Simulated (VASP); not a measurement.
# W in VASP: notebook

The runs below take W through single point, with LDA.

All numbers are computed with VASP 6.6.1; they aren't measurements. Logs are shortened: lines on timing, memory, paths and dates and some standing lists are left out, and cuts for length are marked.

## Step 1: The cell of the first run

The structure is cubic, space group Fm-3m (No. 225). The conventional cell has a = 3.938 Å, b = 3.938 Å, c = 3.938 Å, α = 90.00°, β = 90.00°, γ = 90.00°. Within 3.7 Å of W (site symmetry m-3m) lie 12 W at 2.78 Å.

## Step 2: Single point, LDA (strain -0.030 along x and y, -0.030 along z)

INCAR

```
SYSTEM = W
PREC = Accurate
ENCUT = 520
EDIFF = 1E-6
ISMEAR = 0
SIGMA = 0.15
LREAL = .FALSE.
LASPH = .TRUE.
NELM = 60
ALGO = Normal
ISIF = 2
LWAVE = .FALSE.
LCHARG = .FALSE.
NBANDS = 13
```

KPOINTS

```
Automatic mesh
0
G
  20 20 20
  0 0 0
```

POSCAR

```
W
1.0
    0.0000000000      1.9691000000      1.9691000000
    1.9691000000      0.0000000000      1.9691000000
    1.9691000000      1.9691000000      0.0000000000
W
1
Direct
    0.0000000000      0.0000000000      0.0000000000
```

Potentials or basis: VASP PAW LDA potentials, release 64 (W_sv).

Launch:

```console
> cat potpaw_LDA.64/W_sv/POTCAR > POTCAR
> mpirun -np 1 vasp_std > vasp.out
```

OUTCAR:

```text
SYSTEM = W
   PREC = Accurate
   ENCUT = 520
   EDIFF = 1E-6
   ISMEAR = 0
   LREAL = .FALSE.
   LASPH = .TRUE.
   NELM = 60
   ISIF = 2

 ion  position               nearest neighbor table
   1  0.000  0.000  0.000-

  LATTYP: Found a face centered cubic cell.
 ALAT       =     3.9382000000

  Lattice vectors:

 A1 = (   0.0000000000,   1.9691000000,   1.9691000000)
 A2 = (   1.9691000000,   0.0000000000,   1.9691000000)
 A3 = (   1.9691000000,   1.9691000000,   0.0000000000)

Analysis of symmetry for initial positions (statically):
=====================================================================
 Subroutine PRICEL returns:
 Original cell was already a primitive cell.

 Routine SETGRP: Setting up the symmetry group for a
 face centered cubic supercell.

 Subroutine GETGRP returns: Found 48 space group operations
[... 9 lines left out ...]

 Routine SETGRP: Setting up the symmetry group for a
 face centered cubic supercell.

 Subroutine GETGRP returns: Found 48 space group operations
[... 11 lines left out ...]
                                     Primitive cell

  volume of cell :      15.2698

  direct lattice vectors                    reciprocal lattice vectors
     0.000000000  1.969100000  1.969100000    -0.253923112  0.253923112  0.253923112
     1.969100000  0.000000000  1.969100000     0.253923112 -0.253923112  0.253923112
     1.969100000  1.969100000  0.000000000     0.253923112  0.253923112 -0.253923112

  length of vectors
     2.784727926  2.784727926  2.784727926     0.439807731  0.439807731  0.439807731

  position of ions in fractional coordinates (direct lattice)
     0.000000000  0.000000000  0.000000000

  ion indices of the primitive-cell ions
   primitive index   ion index
                 1           1

----------------------------------------------------------------------------------------

 KPOINTS: Automatic mesh

Automatic generation of k-mesh.
 Grid dimensions read from file:
 generate k-points for:   20   20   20

 Generating k-lattice:

  Cartesian coordinates                     Fractional coordinates (reciprocal lattice)
    -0.012696156  0.012696156  0.012696156     0.050000000  0.000000000  0.000000000
     0.012696156 -0.012696156  0.012696156     0.000000000  0.050000000  0.000000000
     0.012696156  0.012696156 -0.012696156     0.000000000  0.000000000  0.050000000

  Length of vectors
     0.021990387  0.021990387  0.021990387

  Shift w.r.t. Gamma in fractional coordinates (k-lattice)
     0.000000000  0.000000000  0.000000000

 Subroutine IBZKPT returns following result:
 ===========================================

 Found    256 irreducible k-points:

 Following reciprocal coordinates:
            Coordinates               Weight
  0.000000  0.000000  0.000000      1.000000
  0.050000  0.000000  0.000000      8.000000
  0.100000  0.000000  0.000000      8.000000
  0.150000  0.000000  0.000000      8.000000
  0.200000  0.000000  0.000000      8.000000
  0.250000  0.000000  0.000000      8.000000
[... 16 lines left out ...]
 -0.400000  0.050000  0.000000     24.000000
 -0.350000  0.050000  0.000000     24.000000
 [... further k-points ...]
   k-points           NKPTS =    256   k-points in BZ     NKDIM =    256   number of bands    NBANDS=     13
   number of dos      NEDOS =    301   number of ions     NIONS =      1
   total plane-waves  NPLWV =  13824
   dimension x,y,z NGX =    24 NGY =   24 NGZ =   24
   dimension x,y,z NGXF=    48 NGYF=   48 NGZF=   48
   ions per type =               1
   NGX,Y,Z   is equivalent  to a cutoff of  14.33, 14.33, 14.33 a.u.
   NGXF,Y,Z  is equivalent  to a cutoff of  28.66, 28.66, 28.66 a.u.
 SYSTEM =  W
   PREC   = accura    normal or accurate (medium, high low for compatibility)
   ISTART =      0    job   : 0-new  1-cont  2-samecut
   ICHARG =      2    charge: 1-file 2-atom 10-const
   ISPIN  =      1    spin polarized calculation?
   LNONCOLLINEAR =      F non collinear calculations
   LSORBIT =      F    spin-orbit coupling
   LASPH  =      T    aspherical Exc in radial PAW
   ENCUT  =  520.0 eV  38.22 Ry    6.18 a.u.   5.18  5.18  5.18*2*pi/ulx,y,z
   NELM   =     60;   NELMIN=  2; NELMDL= -5     # of ELM steps
   EDIFF  = 0.1E-05   stopping-criterion for ELM
   LREAL  =      F    real-space projection
   EDIFFG = 0.1E-04   stopping-criterion for IOM
   NSW    =      0    number of steps for IOM
   IBRION =     -1    ionic relax: 0-MD 1-quasi-New 2-CG
   NFREE  =      0    steps in history (QN), initial steepest desc. (CG)
   ISIF   =      2    stress and relaxation
   ISYM   =      2    0-nonsym 1-usesym 2-fastsym
   POTIM  = 0.5000    time-step for ionic-motion
   TEBEG  =    0.0;   TEEND  =   0.0 temperature during run
   PSTRESS=    0.0 pullay stress
   NELECT =      14.0000    total number of electrons
   NUPDOWN=      -1.0000    fix difference up-down
   EMIN   =  10.00;   EMAX   =-10.00  energy-range for DOS
   EFERMI =   0.00;   METHOD = LEGACY
   ISMEAR =     0;   SIGMA  =   0.15  broadening in eV -4-tet -1-fermi 0-gaus
   EFERMI_NEDOS =   21; number of points for ismear=-14 and -15
   IALGO  =     38    algorithm
   IMIX   =      4    mixing-type and parameters
     AMIX     =   0.40;   BMIX     =  1.00
     AMIX_MAG =   1.60;   BMIX_MAG =  1.00
  volume/ion in A,a.u.               =      15.27       103.05
  Fermi-wavevector in a.u.,A,eV,Ry     =   1.590400  3.005420 34.414204  2.529373
  Thomas-Fermi vector in A             =   2.689101
   LORBIT       =      0    0 simple, 1 ext, 2 COOP (PROOUT), +10 PAW based schemes
   GGA     = CA    functional components
   LHFCALC =     F    Hartree Fock is set to
   AEXX    =    0.0000 exact exchange contribution
   IVDW    =     0    specifies the selected vdW correction
   LEPSILON=     F    determine dielectric tensor
   LRPA    =     F    only Hartree local field effects (RPA)
 non-spin polarized calculation
 Gauss-broadening in eV      SIGMA  =   0.15
  energy-cutoff  :      520.00
  volume of cell :       15.27
 maximum number of plane-waves:       424
 NGX is ok and might be reduce to    24
   NGX = 11   NGY = 11   NGZ = 11

 number of electron      13.9999999 magnetization

 Free energy of the ion-electron system (eV)
  ---------------------------------------------------
  ext. energy  EPLUGINS =         0.00000000
  ---------------------------------------------------
  free energy    TOTEN  =       -13.60194538 eV

  energy without entropy =      -13.58902330  energy(sigma->0) =      -13.59548434

 E-fermi :  11.3818     XC(G=0): -14.0274

 val. band max:       11.3664056881   @ k =   0.4500   0.1500   0.0500
 cond. band min:      11.3856828635   @ k =   0.2000   0.1000   0.0000
 fundamental gap:      0.0192771754
 Fermi energy:        11.3818338486

 k-point     1 :       0.0000    0.0000    0.0000
  band No.  band energies     occupation
      1     -61.7081      2.00000
      2     -25.4776      2.00000
      3     -25.4776      2.00000
      4     -25.4776      2.00000
      5       2.1164      2.00000
      6      10.7043      2.00000
      7      10.7043      2.00000
      8      10.7043      2.00000
      9      14.1319      0.00000
     10      14.1319      0.00000
     11      24.3344      0.00000
     12      29.8495      0.00000
     13      29.8495      0.00000

 k-point     2 :       0.0500    0.0000    0.0000
  band No.  band energies     occupation
      1     -61.7045      2.00000
      2     -25.5171      2.00000
      3     -25.4825      2.00000
      4     -25.4825      2.00000
      5       2.2377      2.00000
      6      10.6094      2.00000
      7      10.7616      2.00000
      8      10.7616      2.00000
      9      14.0756      0.00000
     10      14.0756      0.00000
     11      24.5797      0.00000
     12      29.3300      0.00000
     13      30.0777      0.00000

 k-point     3 :       0.1000    0.0000    0.0000
  band No.  band energies     occupation
      1     -61.6938      2.00000
      2     -25.6308      2.00000
      3     -25.4967      2.00000
      4     -25.4967      2.00000
      5       2.5897      2.00000
      6      10.3600      2.00000
      7      10.9159      1.99999
      8      10.9159      1.99999
      9      13.9403      0.00000
     10      13.9403      0.00000
     11      25.2529      0.00000
     12      28.2907      0.00000
     13      30.7425      0.00000

 k-point     4 :       0.1500    0.0000    0.0000
  band No.  band energies     occupation
      1     -61.6771      2.00000
      2     -25.8049      2.00000
      3     -25.5187      2.00000
      4     -25.5187      2.00000
      5       3.1337      2.00000
      6      10.0458      2.00000
      7      11.1052      1.99089
      8      11.1052      1.99089
      9      13.8254      0.00000
     10      13.8254      0.00000
     11      25.9912      0.00000
     12      27.4795      0.00000
     13      31.7930      0.00000

 k-point     5 :       0.2000    0.0000    0.0000
  band No.  band energies     occupation
      1     -61.6560      2.00000
      2     -26.0192      2.00000
      3     -25.5464      2.00000
      4     -25.5464      2.00000
      5       3.7976      2.00000
      6       9.7853      2.00000
      7      11.2193      1.87447
      8      11.2193      1.87447
      9      13.8808      0.00000
     10      13.8808      0.00000
     11      25.5867      0.00000
     12      28.0882      0.00000
     13      33.1647      0.00000

 k-point     6 :       0.2500    0.0000    0.0000
  band No.  band energies     occupation
      1     -61.6326      2.00000
      2     -26.2507      2.00000
      3     -25.5768      2.00000
      4     -25.5768      2.00000
      5       4.4647      2.00000
      6       9.7161      2.00000
      7      11.1721      1.95202
      8      11.1721      1.95202
      9      14.2178      0.00000
     10      14.2178      0.00000
     11      24.7360      0.00000
     12      29.0583      0.00000
     13      34.7910      0.00000

 k-point     7 :       0.3000    0.0000    0.0000
  band No.  band energies     occupation
      1     -61.6091      2.00000
      2     -26.4763      2.00000
      3     -25.6070      2.00000
      4     -25.6070      2.00000
      5       4.9885      2.00000
      6       9.9726      2.00000
      7      10.9975      1.99971
      8      10.9975      1.99971
      9      14.8021      0.00000
     10      14.8021      0.00000
     11      23.9780      0.00000
     12      28.9362      0.00000
     13      35.3563      0.00000
[... 193 lines left out ...]
 k-point    20 :       0.4500    0.0500    0.0000
  band No.  band energies     occupation
      1     -61.5613      2.00000
      2     -26.8917      2.00000
      3     -25.6830      2.00000
      4     -25.6811      2.00000
      5       5.5157      2.00000
      6      10.3318      2.00000
      7      10.6226      2.00000
      8      11.7590      0.00038
      9      16.5765      0.00000
     10      16.7959      0.00000
     11      22.8939      0.00000
     12      25.0211      0.00000
     13      31.1194      0.00000

 k-point    21 :       0.5000    0.0500    0.0000
  band No.  band energies     occupation
      1     -61.5551      2.00000
      2     -26.9461      2.00000
      3     -25.6977      2.00000
      4     -25.6824      2.00000
      5       5.5185      2.00000
      6      10.2735      2.00000
      7      10.5370      2.00000
      8      12.2233      0.00000
      9      16.9256      0.00000
     10      17.0779      0.00000
     11      22.7053      0.00000
     12      24.3082      0.00000
     13      30.8035      0.00000

 k-point    22 :      -0.4500    0.0500    0.0000
  band No.  band energies     occupation
      1     -61.5564      2.00000
      2     -26.9349      2.00000
      3     -25.7029      2.00000
      4     -25.6741      2.00000
      5       5.5199      2.00000
      6      10.3054      2.00000
      7      10.5348      2.00000
      8      12.1311      0.00000
      9      16.6651      0.00000
     10      17.1937      0.00000
     11      22.7487      0.00000
     12      24.4581      0.00000
     13      30.7989      0.00000

 k-point    23 :      -0.4000    0.0500    0.0000
  band No.  band energies     occupation
      1     -61.5649      2.00000
      2     -26.8592      2.00000
      3     -25.6980      2.00000
      4     -25.6570      2.00000
      5       5.5129      2.00000
      6      10.4227      2.00000
      7      10.6180      2.00000
      8      11.5329      0.15427
      9      16.0863      0.00000
     10      16.9061      0.00000
     11      23.0022      0.00000
     12      25.4273      0.00000
     13      31.3367      0.00000

 k-point    24 :      -0.3500    0.0500    0.0000
  band No.  band energies     occupation
      1     -61.5798      2.00000
      2     -26.7248      2.00000
      3     -25.6835      2.00000
      4     -25.6326      2.00000
      5       5.4451      2.00000
      6      10.5910      2.00000
      7      10.7455      2.00000
      8      10.7782      2.00000
      9      15.3359      0.00000
     10      16.3302      0.00000
     11      23.4118      0.00000
     12      26.9498      0.00000
     13      32.4278      0.00000

 [... further k-points ...]
[... 5 lines left out ...]
  --------------------------------------------------------------------------------------
  -------------------------------------------------------------------------------------
  Total        0.9881950      0.9881950      0.9881950      0.0000000      0.0000000      0.0000000
  in kB      103.6859575    103.6859575    103.6859575      0.0000000      0.0000000      0.0000000
  external PRESSURE =     103.6859575 kB  Pullay stress =       0.0000000 kB

 VOLUME and BASIS-vectors are now :
 -----------------------------------------------------------------------------
  energy-cutoff  :      520.00
  volume of cell :       15.27
      direct lattice vectors                 reciprocal lattice vectors
     0.000000000  1.969100000  1.969100000    -0.253923112  0.253923112  0.253923112
     1.969100000  0.000000000  1.969100000     0.253923112 -0.253923112  0.253923112
     1.969100000  1.969100000  0.000000000     0.253923112  0.253923112 -0.253923112

 POSITION                                       TOTAL-FORCE (eV/Angst)
 -----------------------------------------------------------------------------------
      0.00000      0.00000      0.00000        -0.000000     -0.000000      0.000000
 -----------------------------------------------------------------------------------
    total drift:                               -0.000000      0.000000     -0.000000

  FREE ENERGIE OF THE ION-ELECTRON SYSTEM (eV)
  ---------------------------------------------------
  free  energy   TOTEN  =       -13.6019453830 eV

  energy  without entropy=      -13.5890233009  energy(sigma->0) =      -13.59548434
```

It took 24 s on 1 thread of Intel Xeon Platinum 8488C (Sapphire Rapids), shared host; peak memory 0.16 GiB.

Results:

```
Free energy            : -13.6019 eV
Pressure               : 10.4 GPa
Band gap on the k mesh : zero (band 7 reaches 15.02 eV, above the bottom of band 8 at 10.70 eV)
```

Caveat: the cell differs from its parent crystal (strain -0.030 along x and y, -0.030 along z); spin-orbit coupling is left out, which moves the levels of the heavy elements.

## Step 3: Single point, LDA (strain +0.000 along x and y, +0.030 along z)

INCAR

```
PREC = Accurate ; ENCUT = 520
EDIFF = 1E-6 ; ISMEAR = 0
SIGMA = 0.15 ; LREAL = F
LASPH = T ; NELM = 100
ALGO = Fast ; ISIF = 2
LWAVE = F ; LCHARG = T
LELF = T ; LVHAR = T
NBANDS = 13
```

KPOINTS

```
Automatic mesh
0
Gamma
  20 20 20
```

POSCAR

```
W
1.0
    0.0000000000      2.0300000000      2.0909000000
    2.0300000000      0.0000000000      2.0909000000
    2.0300000000      2.0300000000      0.0000000000
W
1
Direct
    0.0000000000      0.0000000000      0.0000000000
```

Potentials or basis: VASP PAW LDA potentials, release 64 (W_sv).

Launch:

```console
> cat potpaw_LDA.64/W_sv/POTCAR > POTCAR
> mpirun -np 1 vasp_std > vasp.out
```

It took 78 s on 1 thread of Intel Xeon Platinum 8488C (Sapphire Rapids), shared host; peak memory 0.24 GiB.

Results (log left out):

* Free energy: -13.5122 eV
* Pressure: -23.2 GPa
* Band gap on the k mesh: zero (band 7 reaches 12.81 eV, above the bottom of band 8 at 9.27 eV)

Stress tensor (GPa, compression positive):
```
-25.66   0.00   0.00
  0.00 -25.66   0.00
  0.00   0.00 -18.27
```

Levels at points of the mesh, in eV from the Fermi level:
| k point | band 3 | band 4 | band 5 | band 6 | band 7 | band 8 | band 9 | band 10 | band 11 | band 12 |
| --- | --- | --- | --- | --- | --- | --- | --- | --- | --- | --- |
| (0.00, 0.00, 0.00) | -37.27 | -37.27 | -8.67 | -0.79 | -0.42 | -0.42 | 2.04 | 2.59 | 12.81 | 17.12 |
| (0.50, 0.00, 0.00) | -37.44 | -37.38 | -5.34 | -0.96 | -0.56 | 0.64 | 4.53 | 4.76 | 9.56 | 12.40 |
| (0.50, 0.50, 0.00) | -37.60 | -37.60 | -5.19 | -4.19 | 2.54 | 4.62 | 5.31 | 5.31 | 11.58 | 11.68 |
| (0.50, 0.00, 0.50) | -37.68 | -37.64 | -5.16 | -4.26 | 3.10 | 4.55 | 5.12 | 5.57 | 11.04 | 11.43 |

Caveat: the cell differs from its parent crystal (strain +0.000 along x and y, +0.030 along z); spin-orbit coupling is left out, which moves the levels of the heavy elements.
